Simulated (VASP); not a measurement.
# CaO (Fm-3m) in VASP: a series of runs, part 3 of 4

VASP 6.6.1. The steps go on from the part before.

### Step 4. Electric field gradients, PBE (volume scaled by 1.03)

INCAR

```
SYSTEM = CaO
PREC = Accurate
ENCUT = 520
EDIFF = 1E-8
ISMEAR = -1
SIGMA = 0.02
LREAL = .False.
LASPH = .True.
NELM = 80
ALGO = Normal
ISIF = 2
LWAVE = .False.
LCHARG = .False.
GGA = PE
LEFG = .True.
NBANDS = 15
```

KPOINTS

```
Automatic mesh
0
Gamma
  11 11 11
  0 0 0
```

POSCAR

```
CaO
1.0
    0.0000000000      2.4732491018      2.4732491018
    2.4732491018      0.0000000000      2.4732491018
    2.4732491018      2.4732491018      0.0000000000
Ca O
1 1
Direct
    0.0000000000      0.0000000000      0.0000000000
    0.5000000000      0.5000000000      0.5000000000
```

Potentials or basis: VASP PAW PBE potentials, release 64 (Ca_sv, O).

The run is started by

```sh
$ cat potpaw_PBE.64/Ca_sv/POTCAR potpaw_PBE.64/O/POTCAR > POTCAR
$ mpirun -np 1 vasp_std > vasp.out
```

OUTCAR:

```text
SYSTEM = CaO
   PREC = Accurate
   ENCUT = 520
   EDIFF = 1E-8
   ISMEAR = -1
   LREAL = .False.
   LASPH = .True.
   NELM = 80
   ISIF = 2
   GGA = PE

 ion  position               nearest neighbor table
   1  0.000  0.000  0.000-   2 2.47   2 2.47   2 2.47   2 2.47   2 2.47   2 2.47
   2  0.500  0.500  0.500-   1 2.47   1 2.47   1 2.47   1 2.47   1 2.47   1 2.47

  LATTYP: Found a face centered cubic cell.
 ALAT       =     4.9464982036

  Lattice vectors:

 A1 = (   0.0000000000,   2.4732491018,   2.4732491018)
 A2 = (   2.4732491018,   0.0000000000,   2.4732491018)
 A3 = (   2.4732491018,   2.4732491018,   0.0000000000)

Analysis of symmetry for initial positions (statically):
=====================================================================
 Subroutine PRICEL returns:
 Original cell was already a primitive cell.

 Routine SETGRP: Setting up the symmetry group for a
 face centered cubic supercell.

 Subroutine GETGRP returns: Found 48 space group operations
 (whereof 48 operations were pure point group operations)
 out of a pool of 48 trial point group operations.

The static configuration has the point symmetry O_h .

Analysis of symmetry for dynamics (positions and initial velocities):
=====================================================================
 Subroutine PRICEL returns:
 Original cell was already a primitive cell.

 Routine SETGRP: Setting up the symmetry group for a
 face centered cubic supercell.

 Subroutine GETGRP returns: Found 48 space group operations
 (whereof 48 operations were pure point group operations)
 out of a pool of 48 trial point group operations.

The dynamic configuration has the point symmetry O_h .

 Subroutine INISYM returns: Found 48 space group operations
 (whereof 48 operations are pure point group operations),
 and found     1 'primitive' translations

----------------------------------------------------------------------------------------

                                     Primitive cell

  volume of cell :      30.2575

  direct lattice vectors                    reciprocal lattice vectors
     0.000000000  2.473249102  2.473249102    -0.202163219  0.202163219  0.202163219
     2.473249102  0.000000000  2.473249102     0.202163219 -0.202163219  0.202163219
     2.473249102  2.473249102  0.000000000     0.202163219  0.202163219 -0.202163219

  length of vectors
     3.497702423  3.497702423  3.497702423     0.350156967  0.350156967  0.350156967

  position of ions in fractional coordinates (direct lattice)
     0.000000000  0.000000000  0.000000000
     0.500000000  0.500000000  0.500000000

  ion indices of the primitive-cell ions
   primitive index   ion index
                 1           1
                 2           2

----------------------------------------------------------------------------------------

 KPOINTS: Automatic mesh

Automatic generation of k-mesh.
 Grid dimensions read from file:
 generate k-points for:   11   11   11

[... 80 lines left out ...]
   IALGO  =     38    algorithm
   IMIX   =      4    mixing-type and parameters
     AMIX     =   0.40;   BMIX     =  1.00
     AMIX_MAG =   1.60;   BMIX_MAG =  1.00
  volume/ion in A,a.u.               =      15.13       102.09
  Fermi-wavevector in a.u.,A,eV,Ry     =   1.323844  2.501703 23.845083  1.752564
  Thomas-Fermi vector in A             =   2.453423
   LORBIT       =      0    0 simple, 1 ext, 2 COOP (PROOUT), +10 PAW based schemes
   GGA     = PE    functional components
   LHFCALC =     F    Hartree Fock is set to
   AEXX    =    0.0000 exact exchange contribution
   IVDW    =     0    specifies the selected vdW correction
   LEPSILON=     F    determine dielectric tensor
   LRPA    =     F    only Hartree local field effects (RPA)
 non-spin polarized calculation
  energy-cutoff  :      520.00
  volume of cell :       30.26
 maximum number of plane-waves:       869
 NGX is ok and might be reduce to    28
   NGX = 13   NGY = 13   NGZ = 13

 number of electron      16.0000003 magnetization

 Free energy of the ion-electron system (eV)
  ---------------------------------------------------
  ext. energy  EPLUGINS =         0.00000000
  ---------------------------------------------------
  free energy    TOTEN  =       -12.76930208 eV

  energy without entropy =      -12.76930208  energy(sigma->0) =      -12.76930208

 E-fermi :   2.2598     XC(G=0): -10.0634

 val. band max:        1.8837114751   @ k =   0.0000   0.0000   0.0000
 cond. band min:       5.5617064253   @ k =   0.4545   0.4545   0.0000
 fundamental gap:      3.6779949502
 Fermi energy:         2.2598340293

 k-point     1 :       0.0000    0.0000    0.0000
  band No.  band energies     occupation
      1     -36.1184      2.00000
      2     -16.9347      2.00000
      3     -16.9347      2.00000
      4     -16.9347      2.00000
      5     -13.4862      2.00000
      6       1.8837      2.00000
      7       1.8837      2.00000
      8       1.8837      2.00000
      9       5.9327      0.00000
     10       7.8869      0.00000
     11       7.8869      0.00000
     12       7.8869      0.00000
     13       9.2463      0.00000
     14       9.2463      0.00000
[... 401 lines left out ...]
      2     -17.3950      2.00000
      3     -17.0434      2.00000
      4     -16.9502      2.00000
      5     -12.9430      2.00000
      6       0.2445      2.00000
      7       1.1000      2.00000
      8       1.3847      2.00000
      9       7.7283      0.00000
     10       8.2138      0.00000
     11       8.7278      0.00000
     12       9.4270      0.00000
     13      10.5475      0.00000
     14      10.9256      0.00000
     15      17.1105      0.00000

 [... further k-points ...]

------------------------ aborting loop because EDIFF is reached ----------------------------------------

  FORCE on cell =-STRESS in cart. coord.  units (eV):
  Direction    XX          YY          ZZ          XY          YZ          ZX
  --------------------------------------------------------------------------------------
  -------------------------------------------------------------------------------------
  Total       -1.1364240     -1.1364240     -1.1364240      0.0000000      0.0000000      0.0000000
  in kB      -60.1751803    -60.1751803    -60.1751803      0.0000000      0.0000000      0.0000000
  external PRESSURE =     -60.1751803 kB  Pullay stress =       0.0000000 kB

 VOLUME and BASIS-vectors are now :
 -----------------------------------------------------------------------------
  energy-cutoff  :      520.00
  volume of cell :       30.26
      direct lattice vectors                 reciprocal lattice vectors
     0.000000000  2.473249102  2.473249102    -0.202163219  0.202163219  0.202163219
     2.473249102  0.000000000  2.473249102     0.202163219 -0.202163219  0.202163219
     2.473249102  2.473249102  0.000000000     0.202163219  0.202163219 -0.202163219

 POSITION                                       TOTAL-FORCE (eV/Angst)
 -----------------------------------------------------------------------------------
      0.00000      0.00000      0.00000         0.000000      0.000000      0.000000
      2.47325      2.47325      2.47325        -0.000000     -0.000000     -0.000000
 -----------------------------------------------------------------------------------
    total drift:                                0.000000      0.000000      0.000000

  FREE ENERGIE OF THE ION-ELECTRON SYSTEM (eV)
  ---------------------------------------------------
  free  energy   TOTEN  =       -12.7693020818 eV

  energy  without entropy=      -12.7693020818  energy(sigma->0) =      -12.76930208

 Electric field gradients (V/A^2)
---------------------------------------------------------------------
 ion       V_xx      V_yy      V_zz      V_xy      V_xz      V_yz
---------------------------------------------------------------------
   1       0.000     0.000     0.000    -0.000    -0.000    -0.000
   2       0.000     0.000     0.000    -0.002    -0.002    -0.002
---------------------------------------------------------------------

 Electric field gradients after diagonalization (V/A^2)
 (convention: |V_zz| > |V_xx| > |V_yy|)
----------------------------------------------------------------------
 ion       V_xx      V_yy      V_zz     asymmetry (V_yy - V_xx)/ V_zz
----------------------------------------------------------------------
   1       0.000     0.000    -0.001       0.000
   2       0.002     0.002    -0.005       0.000
----------------------------------------------------------------------

           NMR quadrupolar parameters

 Cq : quadrupolar parameter    Cq=e*Q*V_zz/h
 eta: asymmetry parameters     (V_yy - V_xx)/ V_zz
 Q  : nuclear electric quadrupole moment in mb (millibarn)
----------------------------------------------------------------------
 ion       Cq(MHz)       eta       Q (mb)
----------------------------------------------------------------------
   1      -0.000       0.000       1.000
   2      -0.000       0.000       1.000
----------------------------------------------------------------------
```

OSZICAR:

```text
N       E                     dE             d eps       ncg     rms          rms(c)
DAV:   1     0.122367768157E+03    0.12237E+03   -0.81778E+03  1680   0.107E+03
DAV:   2    -0.920988699395E+01   -0.13158E+03   -0.12294E+03  2109   0.285E+02
DAV:   3    -0.143457253830E+02   -0.51358E+01   -0.51010E+01  2044   0.582E+01
DAV:   4    -0.144850950521E+02   -0.13937E+00   -0.13928E+00  2355   0.864E+00
DAV:   5    -0.144865127263E+02   -0.14177E-02   -0.14177E-02  1990   0.793E-01    0.858E+00
DAV:   6    -0.128703836670E+02    0.16161E+01   -0.55241E+00  1841   0.218E+01    0.388E+00
DAV:   7    -0.127728103874E+02    0.97573E-01   -0.44193E-01  1841   0.661E+00    0.184E+00
DAV:   8    -0.127696262862E+02    0.31841E-02   -0.79702E-02  2149   0.306E+00    0.396E-01
DAV:   9    -0.127685783676E+02    0.10479E-02   -0.39878E-03  1750   0.520E-01    0.117E-01
DAV:  10    -0.127693289529E+02   -0.75059E-03   -0.84266E-04  2051   0.252E-01    0.576E-02
DAV:  11    -0.127693013953E+02    0.27558E-04   -0.46095E-05  2069   0.838E-02    0.590E-03
DAV:  12    -0.127693019698E+02   -0.57454E-06   -0.96086E-06  1876   0.268E-02    0.555E-03
DAV:  13    -0.127693020352E+02   -0.65358E-07   -0.47745E-07  2062   0.842E-03    0.101E-03
DAV:  14    -0.127693020962E+02   -0.60990E-07   -0.83286E-08  2609   0.267E-03    0.201E-04
DAV:  15    -0.127693020829E+02    0.13240E-07   -0.28624E-09  1247   0.484E-04    0.158E-04
DAV:  16    -0.127693020818E+02    0.11278E-08   -0.98017E-10   952   0.299E-04
   1 F= -.12769302E+02 E0= -.12769302E+02  d E =-.151189E-10
```

stdout:

```text
POSCAR found type information on POSCAR CaO
 POSCAR found :  2 types and       2 ions
 scaLAPACK will be used
 LDA part: xc-table for (Slater+PW92), standard interpolation
 POSCAR, INCAR and KPOINTS ok, starting setup
 FFT: planning ... GRIDC
 FFT: planning ... GRID_SOFT
 FFT: planning ... GRID
 WAVECAR not read
 entering main loop
ion   1

ion   2
```

Wall time 48 s (1 thread of Intel Xeon 8259CL, shared host); peak memory 0.17 GiB.

What came out:

```
Free energy            : -12.7693 eV
Pressure               : -6.0 GPa
Band gap on the k mesh : 3.68 eV, indirect (least direct gap 4.05 eV)
```

Caveat: without QUAD_EFG the Cq values of the log hold for a quadrupole moment of 1 mb, not for the nuclei. A k mesh can miss the band edges.

### Step 5. Electric field gradients, PBE (volume scaled by 1.06)

INCAR

```
PREC = Accurate
ENCUT = 520
EDIFF = 1E-8
ISMEAR = -1
SIGMA = 0.02
LREAL = F
LASPH = T
NELM = 80
ALGO = Normal
ISIF = 2
LWAVE = F
LCHARG = F
GGA = PE
LEFG = T
NBANDS = 15
```

KPOINTS

```
regular mesh
0
Gamma
  11 11 11
```

POSCAR

```
CaO
1.0
    0.0000000000      2.4970318021      2.4970318021
    2.4970318021      0.0000000000      2.4970318021
    2.4970318021      2.4970318021      0.0000000000
Ca O
1 1
Direct
    0.0000000000      0.0000000000      0.0000000000
    0.5000000000      0.5000000000      0.5000000000
```

Potentials or basis: VASP PAW PBE potentials, release 64 (Ca_sv, O).

The run is started by

```sh
$ cat potpaw_PBE.64/Ca_sv/POTCAR potpaw_PBE.64/O/POTCAR > POTCAR
$ mpirun -np 1 vasp_std > vasp.out
```

OUTCAR:

```text
PREC = Accurate
   ENCUT = 520
   EDIFF = 1E-8
   ISMEAR = -1
   LREAL = F
   LASPH = T
   NELM = 80
   ISIF = 2
   GGA = PE

 ion  position               nearest neighbor table
   1  0.000  0.000  0.000-   2 2.50   2 2.50   2 2.50   2 2.50   2 2.50   2 2.50
   2  0.500  0.500  0.500-   1 2.50   1 2.50   1 2.50   1 2.50   1 2.50   1 2.50

  LATTYP: Found a face centered cubic cell.
 ALAT       =     4.9940636042

  Lattice vectors:

 A1 = (   0.0000000000,   2.4970318021,   2.4970318021)
 A2 = (   2.4970318021,   0.0000000000,   2.4970318021)
 A3 = (   2.4970318021,   2.4970318021,   0.0000000000)

Analysis of symmetry for initial positions (statically):
=====================================================================
 Subroutine PRICEL returns:
 Original cell was already a primitive cell.

 Routine SETGRP: Setting up the symmetry group for a
 face centered cubic supercell.

 Subroutine GETGRP returns: Found 48 space group operations
[... 618 lines left out ...]
  volume of cell :       31.14
      direct lattice vectors                 reciprocal lattice vectors
     0.000000000  2.497031802  2.497031802    -0.200237738  0.200237738  0.200237738
     2.497031802  0.000000000  2.497031802     0.200237738 -0.200237738  0.200237738
     2.497031802  2.497031802  0.000000000     0.200237738  0.200237738 -0.200237738

 POSITION                                       TOTAL-FORCE (eV/Angst)
 -----------------------------------------------------------------------------------
      0.00000      0.00000      0.00000        -0.000000     -0.000000     -0.000000
      2.49703      2.49703      2.49703         0.000000      0.000000      0.000000
 -----------------------------------------------------------------------------------
    total drift:                                0.000000      0.000000      0.000000

  FREE ENERGIE OF THE ION-ELECTRON SYSTEM (eV)
  ---------------------------------------------------
  free  energy   TOTEN  =       -12.7310763558 eV

  energy  without entropy=      -12.7310763558  energy(sigma->0) =      -12.73107636

 Electric field gradients (V/A^2)
---------------------------------------------------------------------
 ion       V_xx      V_yy      V_zz      V_xy      V_xz      V_yz
---------------------------------------------------------------------
   1      -0.000    -0.000     0.000    -0.001    -0.001    -0.001
   2      -0.000    -0.000    -0.000    -0.002    -0.002    -0.002
---------------------------------------------------------------------

 Electric field gradients after diagonalization (V/A^2)
 (convention: |V_zz| > |V_xx| > |V_yy|)
----------------------------------------------------------------------
 ion       V_xx      V_yy      V_zz     asymmetry (V_yy - V_xx)/ V_zz
----------------------------------------------------------------------
   1       0.001     0.001    -0.001       0.000
   2       0.002     0.002    -0.005       0.000
----------------------------------------------------------------------

           NMR quadrupolar parameters

 Cq : quadrupolar parameter    Cq=e*Q*V_zz/h
 eta: asymmetry parameters     (V_yy - V_xx)/ V_zz
 Q  : nuclear electric quadrupole moment in mb (millibarn)
----------------------------------------------------------------------
 ion       Cq(MHz)       eta       Q (mb)
----------------------------------------------------------------------
   1      -0.000       0.000       1.000
   2      -0.000       0.000       1.000
----------------------------------------------------------------------
```

stdout:

```text
POSCAR found type information on POSCAR CaO
 POSCAR found :  2 types and       2 ions
 scaLAPACK will be used
 LDA part: xc-table for (Slater+PW92), standard interpolation
 POSCAR, INCAR and KPOINTS ok, starting setup
 FFT: planning ... GRIDC
 FFT: planning ... GRID_SOFT
 FFT: planning ... GRID
 WAVECAR not read
 entering main loop
ion   1

ion   2
```

Wall time 44 s (1 thread of Intel Xeon 8259CL, shared host); peak memory 0.17 GiB.

What came out:

* Free energy: -12.7311 eV
* Pressure: -8.1 GPa
* Band gap on the k mesh: 3.67 eV, indirect (least direct gap 3.84 eV)

Levels at points of the mesh, in eV from the valence-band top:
| k point | band 4 | band 5 | band 6 | band 7 | band 8 | band 9 | band 10 | band 11 | band 12 | band 13 |
| --- | --- | --- | --- | --- | --- | --- | --- | --- | --- | --- |
| (0.00, 0.00, 0.00) | -18.96 | -15.32 | 0.00 | 0.00 | 0.00 | 3.84 | 5.92 | 5.92 | 5.92 | 7.24 |

Caveat: without QUAD_EFG the Cq values of the log hold for a quadrupole moment of 1 mb, not for the nuclei. A k mesh can miss the band edges.

(Continued in part 4 of 4.)
